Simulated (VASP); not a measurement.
A run of VASP 6.6.1:

The input INCAR:

```
PREC = Accurate ; ENCUT = 500
EDIFF = 1E-6 ; ISMEAR = -1
SIGMA = 0.02 ; LREAL = F
LASPH = T ; NELM = 120
ALGO = Normal ; ISIF = 2
LWAVE = F ; LCHARG = F
NBANDS = 30 ; GGA_COMPAT = F
```

Contents of KPOINTS:

```
regular mesh
0
Gamma
  12 12 12
```

POSCAR

```
B5W2
1.0
    1.5055000000      0.8692008303      6.9766666667
   -1.5055000000      0.8692008303      6.9766666667
    0.0000000000     -1.7384016605      6.9766666667
W B
2 5
Direct
    0.9297778309      0.9297778309      0.9297778309
    0.0750000000      0.0750000000      0.0750000000
    0.5000000000      0.5000000000      0.5000000000
    0.6670000000      0.6670000000      0.6670000000
    0.3330000000      0.3330000000      0.3330000000
    0.8140000000      0.8140000000      0.8140000000
    0.1860000000      0.1860000000      0.1860000000
```

Potentials or basis: VASP PAW LDA potentials, release 64 (W_sv, B).

Command:

```console
$ cat potpaw_LDA.64/W_sv/POTCAR potpaw_LDA.64/B/POTCAR > POTCAR
$ mpirun -np 1 vasp_std > vasp.out
```

Hardware: 1 thread of Oxide Virtual Turin-like Processor (shared host).

Task: How long does it take, and how much memory?

Result: Run time: 37 min on 1 thread of Oxide Virtual Turin-like Processor, on a shared host, peak memory 0.45 GiB. Counts: scf iterations 14, k points 189.
